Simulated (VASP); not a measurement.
# SrCl2 (R-3m) in VASP: settings compared

SrCl2 is run at these levels: PBE, r2SCAN; tasks: single point.

All numbers are computed with VASP 6.6.1; they aren't measurements. Logs are shortened: lines on timing, memory, paths and dates and some standing lists are left out, and cuts for length are marked.

### 1 The cell of the first run

The typed cell holds 3 atoms: a = 4.916 Å, b = 4.916 Å, c = 4.916 Å, α = 59.96°, β = 59.96°, γ = 59.96°.

### 2 Single point, PBE

INCAR

```
  PREC = Accurate
  ENCUT = 520
  EDIFF = 1E-6
  ISMEAR = 0
  SIGMA = 0.01
  LREAL = F
  LASPH = T
  NELM = 80
  ALGO = Normal
  ISIF = 2
  LWAVE = F
  LCHARG = T
  GGA = PE
  LELF = T
  LVHAR = T
  NBANDS = 19
```

KPOINTS

```
Automatic mesh
0
Gamma
  6 6 6
```

POSCAR

```
SrCl2
1.0
    2.4567214715      1.4183888029      4.0153159770
   -2.4567214715      1.4183888029      4.0153159770
    0.0000000000     -2.8367776058      4.0153159770
Sr Cl
1 2
Direct
    0.0000000000      0.0000000000      0.0000000000
    0.2499511369      0.2499511369      0.2499511369
    0.7500488631      0.7500488631      0.7500488631
```

Potentials or basis: VASP PAW PBE potentials, release 64 (Sr_sv, Cl).

Run with:

```sh
cat potpaw_PBE.64/Sr_sv/POTCAR potpaw_PBE.64/Cl/POTCAR > POTCAR
mpirun -np 1 vasp_std > vasp.out
```

OUTCAR:

```text
PREC = Accurate
   ENCUT = 520
   EDIFF = 1E-6
   ISMEAR = 0
   LREAL = F
   LASPH = T
   NELM = 80
   ISIF = 2
   GGA = PE

 ion  position               nearest neighbor table
   1  0.000  0.000  0.000-   3 3.01   3 3.01   2 3.01   2 3.01   3 3.01   2 3.01   3 3.01   2 3.01

   2  0.250  0.250  0.250-   1 3.01   1 3.01   1 3.01   1 3.01
   3  0.750  0.750  0.750-   1 3.01   1 3.01   1 3.01   1 3.01

  LATTYP: Found a trigonal (rhomboedric) cell.
 ALAT       =     4.9163064978
 COS(alpha) =     0.5005822910

  Lattice vectors:

 A1 = (   2.4567214715,   1.4183888029,   4.0153159770)
 A2 = (  -2.4567214715,   1.4183888029,   4.0153159770)
 A3 = (   0.0000000000,  -2.8367776058,   4.0153159770)

Analysis of symmetry for initial positions (statically):
=====================================================================
 Subroutine PRICEL returns:
 Original cell was already a primitive cell.

 Routine SETGRP: Setting up the symmetry group for a
 trigonal (rhombohedral) supercell.

 Subroutine GETGRP returns: Found 12 space group operations
 (whereof 12 operations were pure point group operations)
 out of a pool of 12 trial point group operations.

The static configuration has the point symmetry D_3d.

Analysis of symmetry for dynamics (positions and initial velocities):
=====================================================================
 Subroutine PRICEL returns:
 Original cell was already a primitive cell.

 Routine SETGRP: Setting up the symmetry group for a
 trigonal (rhombohedral) supercell.

 Subroutine GETGRP returns: Found 12 space group operations
 (whereof 12 operations were pure point group operations)
 out of a pool of 12 trial point group operations.

The dynamic configuration has the point symmetry D_3d.

 Subroutine INISYM returns: Found 12 space group operations
 (whereof 12 operations are pure point group operations),
 and found     1 'primitive' translations

----------------------------------------------------------------------------------------

                                     Primitive cell

  volume of cell :      83.9503

  direct lattice vectors                    reciprocal lattice vectors
     2.456721471  1.418388803  4.015315977     0.203523275  0.117504218  0.083015468
    -2.456721471  1.418388803  4.015315977    -0.203523275  0.117504218  0.083015468
     0.000000000 -2.836777606  4.015315977     0.000000000 -0.235008435  0.083015468

  length of vectors
     4.916306498  4.916306498  4.916306498     0.249239910  0.249239910  0.249239910

  position of ions in fractional coordinates (direct lattice)
     0.000000000  0.000000000  0.000000000
     0.249951137  0.249951137  0.249951137
     0.750048863  0.750048863  0.750048863

  ion indices of the primitive-cell ions
   primitive index   ion index
                 1           1
                 2           2
                 3           3

----------------------------------------------------------------------------------------

 KPOINTS: Automatic mesh

Automatic generation of k-mesh.
 Grid dimensions read from file:
 generate k-points for:    6    6    6

 Generating k-lattice:

  Cartesian coordinates                     Fractional coordinates (reciprocal lattice)
     0.033920546  0.019584036  0.013835911     0.166666667 -0.000000000 -0.000000000
    -0.033920546  0.019584036  0.013835911    -0.000000000  0.166666667 -0.000000000
     0.000000000 -0.039168073  0.013835911    -0.000000000 -0.000000000  0.166666667

  Length of vectors
     0.041539985  0.041539985  0.041539985

  Shift w.r.t. Gamma in fractional coordinates (k-lattice)
     0.000000000  0.000000000  0.000000000

 Subroutine IBZKPT returns following result:
 ===========================================

 Found     32 irreducible k-points:

 Following reciprocal coordinates:
            Coordinates               Weight
  0.000000  0.000000  0.000000      1.000000
  0.166667  0.000000 -0.000000      6.000000
  0.333333 -0.000000 -0.000000      6.000000
  0.500000  0.000000  0.000000      3.000000
  0.166667  0.166667 -0.000000      6.000000
  0.333333  0.166667  0.000000     12.000000
[... 16 lines left out ...]
  0.500000  0.500000  0.166667      6.000000
 -0.333333  0.500000  0.166667     12.000000
 [... further k-points ...]
   k-points           NKPTS =     32   k-points in BZ     NKDIM =     32   number of bands    NBANDS=     19
   number of dos      NEDOS =    301   number of ions     NIONS =      3
   total plane-waves  NPLWV =  64000
   dimension x,y,z NGX =    40 NGY =   40 NGZ =   40
   dimension x,y,z NGXF=    80 NGYF=   80 NGZF=   80
   ions per type =               1   2
   NGX,Y,Z   is equivalent  to a cutoff of  13.53, 13.53, 13.53 a.u.
   NGXF,Y,Z  is equivalent  to a cutoff of  27.05, 27.05, 27.05 a.u.
 SYSTEM =  unknown system
   PREC   = accura    normal or accurate (medium, high low for compatibility)
   ISTART =      0    job   : 0-new  1-cont  2-samecut
   ICHARG =      2    charge: 1-file 2-atom 10-const
   ISPIN  =      1    spin polarized calculation?
   LNONCOLLINEAR =      F non collinear calculations
   LSORBIT =      F    spin-orbit coupling
   LASPH  =      T    aspherical Exc in radial PAW
   ENCUT  =  520.0 eV  38.22 Ry    6.18 a.u.   9.14  9.14  9.14*2*pi/ulx,y,z
   NELM   =     80;   NELMIN=  2; NELMDL= -5     # of ELM steps
   EDIFF  = 0.1E-05   stopping-criterion for ELM
   LREAL  =      F    real-space projection
   EDIFFG = 0.1E-04   stopping-criterion for IOM
   NSW    =      0    number of steps for IOM
   IBRION =     -1    ionic relax: 0-MD 1-quasi-New 2-CG
   NFREE  =      0    steps in history (QN), initial steepest desc. (CG)
   ISIF   =      2    stress and relaxation
   ISYM   =      2    0-nonsym 1-usesym 2-fastsym
   POTIM  = 0.5000    time-step for ionic-motion
   TEBEG  =    0.0;   TEEND  =   0.0 temperature during run
   PSTRESS=    0.0 pullay stress
   NELECT =      24.0000    total number of electrons
   NUPDOWN=      -1.0000    fix difference up-down
   EMIN   =  10.00;   EMAX   =-10.00  energy-range for DOS
   EFERMI =   0.00;   METHOD = LEGACY
   ISMEAR =     0;   SIGMA  =   0.01  broadening in eV -4-tet -1-fermi 0-gaus
   EFERMI_NEDOS =   21; number of points for ismear=-14 and -15
   IALGO  =     38    algorithm
   IMIX   =      4    mixing-type and parameters
     AMIX     =   0.40;   BMIX     =  1.00
     AMIX_MAG =   1.60;   BMIX_MAG =  1.00
  volume/ion in A,a.u.               =      27.98       188.84
  Fermi-wavevector in a.u.,A,eV,Ry     =   1.078461  2.037996 15.824644  1.163079
  Thomas-Fermi vector in A             =   2.214400
   LORBIT       =      0    0 simple, 1 ext, 2 COOP (PROOUT), +10 PAW based schemes
   GGA     = PE    functional components
   LHFCALC =     F    Hartree Fock is set to
   AEXX    =    0.0000 exact exchange contribution
   IVDW    =     0    specifies the selected vdW correction
   LEPSILON=     F    determine dielectric tensor
   LRPA    =     F    only Hartree local field effects (RPA)
 non-spin polarized calculation
 Gauss-broadening in eV      SIGMA  =   0.01
  energy-cutoff  :      520.00
  volume of cell :       83.95
 maximum number of plane-waves:      2285
 NGX is ok and might be reduce to    40
   NGX = 19   NGY = 19   NGZ = 19

 number of electron      24.0000003 magnetization

 Free energy of the ion-electron system (eV)
  ---------------------------------------------------
  ext. energy  EPLUGINS =         0.00000000
  ---------------------------------------------------
  free energy    TOTEN  =       -12.77438417 eV

  energy without entropy =      -12.77438417  energy(sigma->0) =      -12.77438417

 E-fermi :   0.3195     XC(G=0):  -8.3314

 val. band max:        0.2267828529   @ k =   0.5000   0.5000   0.0000
 cond. band min:       5.6083482767   @ k =   0.0000   0.0000   0.0000
 fundamental gap:      5.3815654238
 Fermi energy:         0.3194740428

 k-point     1 :       0.0000    0.0000    0.0000
  band No.  band energies     occupation
      1     -32.6234      2.00000
      2     -14.6201      2.00000
      3     -14.6201      2.00000
      4     -14.6201      2.00000
      5     -13.1136      2.00000
      6     -12.2405      2.00000
[... 11 lines left out ...]
     18       9.2844      0.00000
     19       9.6082      0.00000

 k-point     2 :       0.1667    0.0000   -0.0000
  band No.  band energies     occupation
      1     -32.6225      2.00000
      2     -14.7156      2.00000
      3     -14.6238      2.00000
      4     -14.6237      2.00000
      5     -12.9542      2.00000
      6     -12.2988      2.00000
[... 11 lines left out ...]
     18       9.0128      0.00000
     19      10.1228      0.00000

 k-point     3 :       0.3333   -0.0000   -0.0000
  band No.  band energies     occupation
      1     -32.6208      2.00000
      2     -14.8639      2.00000
      3     -14.6310      2.00000
      4     -14.6310      2.00000
      5     -12.7340      2.00000
      6     -12.3494      2.00000
[... 11 lines left out ...]
     18       8.8578      0.00000
     19       9.3906      0.00000

 k-point     4 :       0.5000    0.0000    0.0000
  band No.  band energies     occupation
      1     -32.6199      2.00000
      2     -14.9244      2.00000
      3     -14.6347      2.00000
      4     -14.6347      2.00000
      5     -12.7056      2.00000
      6     -12.3015      2.00000
[... 11 lines left out ...]
     18       8.9001      0.00000
     19       9.0887      0.00000

 k-point     5 :       0.1667    0.1667   -0.0000
  band No.  band energies     occupation
      1     -32.6222      2.00000
      2     -14.7384      2.00000
      3     -14.6288      2.00000
      4     -14.6288      2.00000
      5     -12.8962      2.00000
      6     -12.3229      2.00000
[... 11 lines left out ...]
     18       9.0319      0.00000
     19       9.2444      0.00000
[... 334 lines left out ...]
      2     -14.8589      2.00000
      3     -14.7876      2.00000
      4     -14.6480      2.00000
      5     -12.4914      2.00000
      6     -12.3930      2.00000
[... 11 lines left out ...]
     18       9.4540      0.00000
     19      10.1676      0.00000

 k-point    22 :      -0.1667    0.3333    0.1667
  band No.  band energies     occupation
      1     -32.6196      2.00000
      2     -14.8811      2.00000
      3     -14.7174      2.00000
      4     -14.6431      2.00000
      5     -12.5007      2.00000
      6     -12.4478      2.00000
[... 11 lines left out ...]
     18       9.0153      0.00000
     19      10.0837      0.00000

 k-point    23 :       0.5000    0.5000    0.1667
  band No.  band energies     occupation
      1     -32.6191      2.00000
      2     -14.9384      2.00000
      3     -14.6976      2.00000
      4     -14.6498      2.00000
      5     -12.5111      2.00000
      6     -12.3809      2.00000
[... 11 lines left out ...]
     18       9.2398      0.00000
     19      10.1045      0.00000

 k-point    24 :      -0.3333    0.5000    0.1667
  band No.  band energies     occupation
      1     -32.6188      2.00000
      2     -14.9139      2.00000
      3     -14.7472      2.00000
      4     -14.6552      2.00000
      5     -12.4856      2.00000
      6     -12.3689      2.00000
[... 11 lines left out ...]
     18       9.8607      0.00000
     19      10.2926      0.00000

 [... further k-points ...]
[... 5 lines left out ...]
  --------------------------------------------------------------------------------------
  -------------------------------------------------------------------------------------
  Total        0.7954400      0.7954400      0.7862029      0.0000000      0.0000000      0.0000000
  in kB       15.1808411     15.1808411     15.0045517      0.0000000      0.0000000      0.0000000
  external PRESSURE =      15.1220780 kB  Pullay stress =       0.0000000 kB

 VOLUME and BASIS-vectors are now :
 -----------------------------------------------------------------------------
  energy-cutoff  :      520.00
  volume of cell :       83.95
      direct lattice vectors                 reciprocal lattice vectors
     2.456721471  1.418388803  4.015315977     0.203523275  0.117504218  0.083015468
    -2.456721471  1.418388803  4.015315977    -0.203523275  0.117504218  0.083015468
     0.000000000 -2.836777606  4.015315977     0.000000000 -0.235008435  0.083015468

 POSITION                                       TOTAL-FORCE (eV/Angst)
 -----------------------------------------------------------------------------------
      0.00000      0.00000      0.00000         0.000000      0.000000      0.000000
      0.00000      0.00000      3.01090        -0.000000     -0.000000     -0.000147
      0.00000      0.00000      9.03505        -0.000000      0.000000      0.000147
 -----------------------------------------------------------------------------------
    total drift:                               -0.000000     -0.000000      0.000000

  FREE ENERGIE OF THE ION-ELECTRON SYSTEM (eV)
  ---------------------------------------------------
  free  energy   TOTEN  =       -12.7743841694 eV

  energy  without entropy=      -12.7743841694  energy(sigma->0) =      -12.77438417
```

It took 29 s on 1 thread of Intel Xeon 6975P-C (Granite Rapids), shared host; peak memory 0.25 GiB.

Results:

| Property | Result |
| --- | --- |
| Free energy | -12.7744 eV |
| Pressure | 1.5 GPa |
| Band gap on the k mesh | 5.38 eV (least direct gap 5.50 eV) |

[end of part 1 of 2]
